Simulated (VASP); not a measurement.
# ZrN (Fm-3m) in VASP: further runs, part 3 of 3

VASP 6.6.1. Earlier steps stand in the parts before.

### 5 Electric field gradients, PBEsol (11.80 Å³/atom)

This run uses another cell than the first one, of 11.80 Å³/atom.

The input, INCAR:

```
ALGO     = Normal         # electronic algorithm
EDIFF    = 1E-8           # SCF threshold, eV
ENCUT    = 520            # plane-wave cutoff, eV
GGA      = PS             # functional
GGA_COMPAT= F            
ISIF     = 2              # what is computed and relaxed
ISMEAR   = -1             # smearing method
LASPH    = T              # aspherical terms in the spheres
LCHARG   = F              # write CHGCAR
LEFG     = T            
LREAL    = F              # projectors in reciprocal space
LWAVE    = F              # write WAVECAR
NBANDS   = 16             # bands
NELM     = 120            # most SCF steps
PREC     = Accurate       # precision mode
SIGMA    = 0.01           # smearing width, eV
```

The input, KPOINTS:

```
k-points
0
Gamma
  9 9 9
```

The input, POSCAR:

```
ZrN
1.0
    0.0000000000      2.2765903777      2.2765903777
    2.2765903777      0.0000000000      2.2765903777
    2.2765903777      2.2765903777      0.0000000000
Zr N
1 1
Direct
    0.0000000000      0.0000000000      0.0000000000
    0.5000000000      0.5000000000      0.5000000000
```

Potentials or basis: VASP PAW PBE potentials, release 64 (Zr_sv, N).

Started as:

```console
> cat potpaw_PBE.64/Zr_sv/POTCAR potpaw_PBE.64/N/POTCAR > POTCAR
> mpirun -np 1 vasp_std > vasp.out
```

OUTCAR:

```text
EDIFF = 1E-8
   ENCUT = 520
   GGA = PS
   ISIF = 2
   ISMEAR = -1
   LASPH = T
   LREAL = F
   NELM = 120
   PREC = Accurate

 ion  position               nearest neighbor table
   1  0.000  0.000  0.000-   2 2.28   2 2.28   2 2.28   2 2.28   2 2.28   2 2.28
   2  0.500  0.500  0.500-   1 2.28   1 2.28   1 2.28   1 2.28   1 2.28   1 2.28

  LATTYP: Found a face centered cubic cell.
 ALAT       =     4.5531807554

  Lattice vectors:

 A1 = (   0.0000000000,   2.2765903777,   2.2765903777)
 A2 = (   2.2765903777,   0.0000000000,   2.2765903777)
 A3 = (   2.2765903777,   2.2765903777,   0.0000000000)

Analysis of symmetry for initial positions (statically):
=====================================================================
 Subroutine PRICEL returns:
 Original cell was already a primitive cell.

 Routine SETGRP: Setting up the symmetry group for a
 face centered cubic supercell.

 Subroutine GETGRP returns: Found 48 space group operations
 (whereof 48 operations were pure point group operations)
 out of a pool of 48 trial point group operations.

The static configuration has the point symmetry O_h .

Analysis of symmetry for dynamics (positions and initial velocities):
=====================================================================
 Subroutine PRICEL returns:
 Original cell was already a primitive cell.

 Routine SETGRP: Setting up the symmetry group for a
 face centered cubic supercell.

 Subroutine GETGRP returns: Found 48 space group operations
 (whereof 48 operations were pure point group operations)
 out of a pool of 48 trial point group operations.

The dynamic configuration has the point symmetry O_h .

 Subroutine INISYM returns: Found 48 space group operations
 (whereof 48 operations are pure point group operations),
 and found     1 'primitive' translations

----------------------------------------------------------------------------------------

                                     Primitive cell

  volume of cell :      23.5985

  direct lattice vectors                    reciprocal lattice vectors
     0.000000000  2.276590378  2.276590378    -0.219626686  0.219626686  0.219626686
     2.276590378  0.000000000  2.276590378     0.219626686 -0.219626686  0.219626686
     2.276590378  2.276590378  0.000000000     0.219626686  0.219626686 -0.219626686

  length of vectors
     3.219584988  3.219584988  3.219584988     0.380404579  0.380404579  0.380404579

  position of ions in fractional coordinates (direct lattice)
     0.000000000  0.000000000  0.000000000
     0.500000000  0.500000000  0.500000000

  ion indices of the primitive-cell ions
   primitive index   ion index
                 1           1
                 2           2

----------------------------------------------------------------------------------------

 KPOINTS: k-points

Automatic generation of k-mesh.
 Grid dimensions read from file:
 generate k-points for:    9    9    9

 Generating k-lattice:
[... 63 lines left out ...]
   LREAL  =      F    real-space projection
   EDIFFG = 0.1E-06   stopping-criterion for IOM
   NSW    =      0    number of steps for IOM
   IBRION =     -1    ionic relax: 0-MD 1-quasi-New 2-CG
   NFREE  =      0    steps in history (QN), initial steepest desc. (CG)
   ISIF   =      2    stress and relaxation
   ISYM   =      2    0-nonsym 1-usesym 2-fastsym
   POTIM  = 0.5000    time-step for ionic-motion
   TEBEG  =    0.0;   TEEND  =   0.0 temperature during run
   PSTRESS=    0.0 pullay stress
   NELECT =      17.0000    total number of electrons
   NUPDOWN=      -1.0000    fix difference up-down
   EMIN   =  10.00;   EMAX   =-10.00  energy-range for DOS
   EFERMI =   0.00;   METHOD = LEGACY
   ISMEAR =    -1;   SIGMA  =   0.01  broadening in eV -4-tet -1-fermi 0-gaus
   EFERMI_NEDOS =   21; number of points for ismear=-14 and -15
   IALGO  =     38    algorithm
   IMIX   =      4    mixing-type and parameters
     AMIX     =   0.40;   BMIX     =  1.00
     AMIX_MAG =   1.60;   BMIX_MAG =  1.00
  volume/ion in A,a.u.               =      11.80        79.63
  Fermi-wavevector in a.u.,A,eV,Ry     =   1.467561  2.773289 29.303359  2.153736
  Thomas-Fermi vector in A             =   2.583164
   LORBIT       =      0    0 simple, 1 ext, 2 COOP (PROOUT), +10 PAW based schemes
   GGA     = PS    functional components
   LHFCALC =     F    Hartree Fock is set to
   AEXX    =    0.0000 exact exchange contribution
   IVDW    =     0    specifies the selected vdW correction
   LEPSILON=     F    determine dielectric tensor
   LRPA    =     F    only Hartree local field effects (RPA)
 non-spin polarized calculation
  energy-cutoff  :      520.00
  volume of cell :       23.60
 maximum number of plane-waves:       650
   NGX = 11   NGY = 11   NGZ = 11

 number of electron      16.9999999 magnetization

 Free energy of the ion-electron system (eV)
  ---------------------------------------------------
  ext. energy  EPLUGINS =         0.00000000
  ---------------------------------------------------
  free energy    TOTEN  =       -21.55473770 eV

  energy without entropy =      -21.55380307  energy(sigma->0) =      -21.55427038

 E-fermi :  12.0521     XC(G=0): -12.7892

 val. band max:       12.0274017498   @ k =   0.1111   0.0000   0.0000
 cond. band min:      12.0601847074   @ k =   0.4444   0.2222   0.1111
 fundamental gap:      0.0327829576
 Fermi energy:        12.0520641843

 k-point     1 :       0.0000    0.0000    0.0000
  band No.  band energies     occupation
      1     -37.3011      2.00000
      2     -14.9281      2.00000
      3     -14.9281      2.00000
      4     -14.9281      2.00000
      5      -4.2070      2.00000
      6       9.4234      2.00000
[... 433 lines left out ...]
      3     -15.3061      2.00000
      4     -15.3061      2.00000
      5      -3.6292      2.00000
      6       7.3391      2.00000
[... 8 lines left out ...]
     15      22.7669      0.00000
     16      27.9630      0.00000

 [... further k-points ...]
[... 5 lines left out ...]
  --------------------------------------------------------------------------------------
  -------------------------------------------------------------------------------------
  Total        0.0318884      0.0318884      0.0318884     -0.0000000      0.0000000      0.0000000
  in kB        2.1650011      2.1650011      2.1650011     -0.0000000      0.0000000      0.0000000
  external PRESSURE =       2.1650011 kB  Pullay stress =       0.0000000 kB

 VOLUME and BASIS-vectors are now :
 -----------------------------------------------------------------------------
  energy-cutoff  :      520.00
  volume of cell :       23.60
      direct lattice vectors                 reciprocal lattice vectors
     0.000000000  2.276590378  2.276590378    -0.219626686  0.219626686  0.219626686
     2.276590378  0.000000000  2.276590378     0.219626686 -0.219626686  0.219626686
     2.276590378  2.276590378  0.000000000     0.219626686  0.219626686 -0.219626686

 POSITION                                       TOTAL-FORCE (eV/Angst)
 -----------------------------------------------------------------------------------
      0.00000      0.00000      0.00000        -0.000000      0.000000      0.000000
      2.27659      2.27659      2.27659         0.000000      0.000000      0.000000
 -----------------------------------------------------------------------------------
    total drift:                                0.000000     -0.000000     -0.000000

  FREE ENERGIE OF THE ION-ELECTRON SYSTEM (eV)
  ---------------------------------------------------
  free  energy   TOTEN  =       -21.5547377024 eV

  energy  without entropy=      -21.5538030662  energy(sigma->0) =      -21.55427038

 Electric field gradients (V/A^2)
---------------------------------------------------------------------
 ion       V_xx      V_yy      V_zz      V_xy      V_xz      V_yz
---------------------------------------------------------------------
   1      -0.000    -0.000     0.000    -0.000    -0.000    -0.000
   2      -0.000    -0.000     0.000     0.001     0.001     0.001
---------------------------------------------------------------------

 Electric field gradients after diagonalization (V/A^2)
 (convention: |V_zz| > |V_xx| > |V_yy|)
----------------------------------------------------------------------
 ion       V_xx      V_yy      V_zz     asymmetry (V_yy - V_xx)/ V_zz
----------------------------------------------------------------------
   1       0.000     0.000    -0.000       0.000
   2      -0.001    -0.001     0.003       0.000
----------------------------------------------------------------------

           NMR quadrupolar parameters

 Cq : quadrupolar parameter    Cq=e*Q*V_zz/h
 eta: asymmetry parameters     (V_yy - V_xx)/ V_zz
 Q  : nuclear electric quadrupole moment in mb (millibarn)
----------------------------------------------------------------------
 ion       Cq(MHz)       eta       Q (mb)
----------------------------------------------------------------------
   1      -0.000       0.000       1.000
   2       0.000       0.000       1.000
----------------------------------------------------------------------
```

Wall time 18 s (1 thread of Intel Xeon 8259CL, shared host); peak memory 0.14 GiB.

Results:

```
Free energy                             : -21.5547 eV
Pressure                                : 0.2 GPa
Band gap on the k mesh                  : zero (an odd number of electrons rules out a gap without spin polarisation)
Largest electric field gradient by atom : zero within the noise of the run
```

Caveat: the PAW data sets were made with another functional, which shifts forces and pressure a little.

### 6 Electric field gradients, PBEsol (12.16 Å³/atom)

This run uses another cell than the first one, of 12.16 Å³/atom.

INCAR is that of step 5.

KPOINTS is that of step 5.

The input, POSCAR:

```
ZrN
1.0
    0.0000000000      2.2993577919      2.2993577919
    2.2993577919      0.0000000000      2.2993577919
    2.2993577919      2.2993577919      0.0000000000
Zr N
1 1
Direct
    0.0000000000      0.0000000000      0.0000000000
    0.5000000000      0.5000000000      0.5000000000
```

Potentials or basis: VASP PAW PBE potentials, release 64 (Zr_sv, N).

Started as:

```console
> cat potpaw_PBE.64/Zr_sv/POTCAR potpaw_PBE.64/N/POTCAR > POTCAR
> mpirun -np 1 vasp_std > vasp.out
```

OUTCAR:

```text
EDIFF = 1E-8
   ENCUT = 520
   GGA = PS
   ISIF = 2
   ISMEAR = -1
   LASPH = T
   LREAL = F
   NELM = 120
   PREC = Accurate

 ion  position               nearest neighbor table
   1  0.000  0.000  0.000-   2 2.30   2 2.30   2 2.30   2 2.30   2 2.30   2 2.30
   2  0.500  0.500  0.500-   1 2.30   1 2.30   1 2.30   1 2.30   1 2.30   1 2.30

  LATTYP: Found a face centered cubic cell.
 ALAT       =     4.5987155838

  Lattice vectors:

 A1 = (   0.0000000000,   2.2993577919,   2.2993577919)
 A2 = (   2.2993577919,   0.0000000000,   2.2993577919)
 A3 = (   2.2993577919,   2.2993577919,   0.0000000000)

Analysis of symmetry for initial positions (statically):
=====================================================================
 Subroutine PRICEL returns:
 Original cell was already a primitive cell.

 Routine SETGRP: Setting up the symmetry group for a
 face centered cubic supercell.

 Subroutine GETGRP returns: Found 48 space group operations
 (whereof 48 operations were pure point group operations)
 out of a pool of 48 trial point group operations.

The static configuration has the point symmetry O_h .

Analysis of symmetry for dynamics (positions and initial velocities):
=====================================================================
 Subroutine PRICEL returns:
 Original cell was already a primitive cell.

 Routine SETGRP: Setting up the symmetry group for a
 face centered cubic supercell.

 Subroutine GETGRP returns: Found 48 space group operations
 (whereof 48 operations were pure point group operations)
 out of a pool of 48 trial point group operations.

The dynamic configuration has the point symmetry O_h .

 Subroutine INISYM returns: Found 48 space group operations
 (whereof 48 operations are pure point group operations),
 and found     1 'primitive' translations

----------------------------------------------------------------------------------------

                                     Primitive cell

  volume of cell :      24.3136

  direct lattice vectors                    reciprocal lattice vectors
     0.000000000  2.299357792  2.299357792    -0.217452021  0.217452021  0.217452021
     2.299357792  0.000000000  2.299357792     0.217452021 -0.217452021  0.217452021
     2.299357792  2.299357792  0.000000000     0.217452021  0.217452021 -0.217452021

  length of vectors
     3.251782974  3.251782974  3.251782974     0.376637949  0.376637949  0.376637949

  position of ions in fractional coordinates (direct lattice)
     0.000000000  0.000000000  0.000000000
     0.500000000  0.500000000  0.500000000

  ion indices of the primitive-cell ions
   primitive index   ion index
                 1           1
                 2           2

----------------------------------------------------------------------------------------

 KPOINTS: k-points

Automatic generation of k-mesh.
 Grid dimensions read from file:
 generate k-points for:    9    9    9

 Generating k-lattice:
[... 63 lines left out ...]
   LREAL  =      F    real-space projection
   EDIFFG = 0.1E-06   stopping-criterion for IOM
   NSW    =      0    number of steps for IOM
   IBRION =     -1    ionic relax: 0-MD 1-quasi-New 2-CG
   NFREE  =      0    steps in history (QN), initial steepest desc. (CG)
   ISIF   =      2    stress and relaxation
   ISYM   =      2    0-nonsym 1-usesym 2-fastsym
   POTIM  = 0.5000    time-step for ionic-motion
   TEBEG  =    0.0;   TEEND  =   0.0 temperature during run
   PSTRESS=    0.0 pullay stress
   NELECT =      17.0000    total number of electrons
   NUPDOWN=      -1.0000    fix difference up-down
   EMIN   =  10.00;   EMAX   =-10.00  energy-range for DOS
   EFERMI =   0.00;   METHOD = LEGACY
   ISMEAR =    -1;   SIGMA  =   0.01  broadening in eV -4-tet -1-fermi 0-gaus
   EFERMI_NEDOS =   21; number of points for ismear=-14 and -15
   IALGO  =     38    algorithm
   IMIX   =      4    mixing-type and parameters
     AMIX     =   0.40;   BMIX     =  1.00
     AMIX_MAG =   1.60;   BMIX_MAG =  1.00
  volume/ion in A,a.u.               =      12.16        82.04
  Fermi-wavevector in a.u.,A,eV,Ry     =   1.453030  2.745829 28.725929  2.111296
  Thomas-Fermi vector in A             =   2.570344
   LORBIT       =      0    0 simple, 1 ext, 2 COOP (PROOUT), +10 PAW based schemes
   GGA     = PS    functional components
   LHFCALC =     F    Hartree Fock is set to
   AEXX    =    0.0000 exact exchange contribution
   IVDW    =     0    specifies the selected vdW correction
   LEPSILON=     F    determine dielectric tensor
   LRPA    =     F    only Hartree local field effects (RPA)
 non-spin polarized calculation
  energy-cutoff  :      520.00
  volume of cell :       24.31
 maximum number of plane-waves:       663
   NGX = 13   NGY = 13   NGZ = 13

 number of electron      16.9999998 magnetization

 Free energy of the ion-electron system (eV)
  ---------------------------------------------------
  ext. energy  EPLUGINS =         0.00000000
  ---------------------------------------------------
  free energy    TOTEN  =       -21.53907927 eV

  energy without entropy =      -21.53815309  energy(sigma->0) =      -21.53861618

 E-fermi :  11.6663     XC(G=0): -12.6329

 val. band max:       11.6408583238   @ k =   0.1111   0.0000   0.0000
 cond. band min:      11.6745602826   @ k =   0.4444   0.2222   0.1111
 fundamental gap:      0.0337019588
 Fermi energy:        11.6663485174

 k-point     1 :       0.0000    0.0000    0.0000
  band No.  band energies     occupation
      1     -37.7686      2.00000
      2     -15.4266      2.00000
      3     -15.4266      2.00000
      4     -15.4266      2.00000
      5      -4.4660      2.00000
      6       9.0775      2.00000
[... 433 lines left out ...]
      3     -15.7680      2.00000
      4     -15.7680      2.00000
      5      -3.8654      2.00000
      6       6.9431      2.00000
[... 8 lines left out ...]
     15      21.9772      0.00000
     16      27.2076      0.00000

 [... further k-points ...]
[... 5 lines left out ...]
  --------------------------------------------------------------------------------------
  -------------------------------------------------------------------------------------
  Total       -1.1130023     -1.1130023     -1.1130023      0.0000000      0.0000000      0.0000000
  in kB      -73.3427155    -73.3427155    -73.3427155      0.0000000      0.0000000      0.0000000
  external PRESSURE =     -73.3427155 kB  Pullay stress =       0.0000000 kB

 VOLUME and BASIS-vectors are now :
 -----------------------------------------------------------------------------
  energy-cutoff  :      520.00
  volume of cell :       24.31
      direct lattice vectors                 reciprocal lattice vectors
     0.000000000  2.299357792  2.299357792    -0.217452021  0.217452021  0.217452021
     2.299357792  0.000000000  2.299357792     0.217452021 -0.217452021  0.217452021
     2.299357792  2.299357792  0.000000000     0.217452021  0.217452021 -0.217452021

 POSITION                                       TOTAL-FORCE (eV/Angst)
 -----------------------------------------------------------------------------------
      0.00000      0.00000      0.00000         0.000000      0.000000      0.000000
      2.29936      2.29936      2.29936         0.000000      0.000000      0.000000
 -----------------------------------------------------------------------------------
    total drift:                                0.000000     -0.000000     -0.000000

  FREE ENERGIE OF THE ION-ELECTRON SYSTEM (eV)
  ---------------------------------------------------
  free  energy   TOTEN  =       -21.5390792684 eV

  energy  without entropy=      -21.5381530885  energy(sigma->0) =      -21.53861618

 Electric field gradients (V/A^2)
---------------------------------------------------------------------
 ion       V_xx      V_yy      V_zz      V_xy      V_xz      V_yz
---------------------------------------------------------------------
   1      -0.000    -0.000    -0.000    -0.000    -0.000    -0.000
   2       0.000     0.000    -0.000     0.001     0.001     0.001
---------------------------------------------------------------------

 Electric field gradients after diagonalization (V/A^2)
 (convention: |V_zz| > |V_xx| > |V_yy|)
----------------------------------------------------------------------
 ion       V_xx      V_yy      V_zz     asymmetry (V_yy - V_xx)/ V_zz
----------------------------------------------------------------------
   1       0.000     0.000    -0.000       0.000
   2      -0.001    -0.001     0.003       0.000
----------------------------------------------------------------------

           NMR quadrupolar parameters

 Cq : quadrupolar parameter    Cq=e*Q*V_zz/h
 eta: asymmetry parameters     (V_yy - V_xx)/ V_zz
 Q  : nuclear electric quadrupole moment in mb (millibarn)
----------------------------------------------------------------------
 ion       Cq(MHz)       eta       Q (mb)
----------------------------------------------------------------------
   1      -0.000       0.000       1.000
   2       0.000       0.000       1.000
----------------------------------------------------------------------
```

Run time: 18 s. Hardware: 1 thread of Intel Xeon 8259CL, shared host; peak memory 0.14 GiB.

What came out:

```yaml
Free_energy: -21.5391 eV
Pressure: -7.3 GPa
Band_gap_on_the_k_mesh: zero (an odd number of electrons rules out a gap without spin polarisation)
Largest_electric_field_gradient_by_atom: zero within the noise of the run
```

Caveat: the cell stands under tension; the PAW data sets were made with another functional, which shifts forces and pressure a little.

### 7 The runs side by side

| cell | gap on the mesh (eV) | pressure (GPa) |
| --- | --- | --- |
| a = 3.230 Å, angles 60.0°, 2 atoms | none | -2.4 |
| a = 3.198 Å, angles 60.0°, 2 atoms | none | 6.0 |
| a = 3.220 Å, angles 60.0°, 2 atoms | none | 0.2 |
| a = 3.252 Å, angles 60.0°, 2 atoms | none | -7.3 |

Alike in all rows: task electric field gradients; level PBEsol; potentials or basis VASP PAW PBE potentials, release 64 (Zr_sv, N); no spin polarisation; k mesh 9 × 9 × 9; cutoff (eV) 520; smearing fermi-dirac 0.01 eV.

Caveats: the PAW data sets were made with another functional, which shifts forces and pressure a little; the cell stands under pressure (at least some runs); the cell stands under tension (at least some runs).

Absolute energies hang on the potentials; compare differences alone.
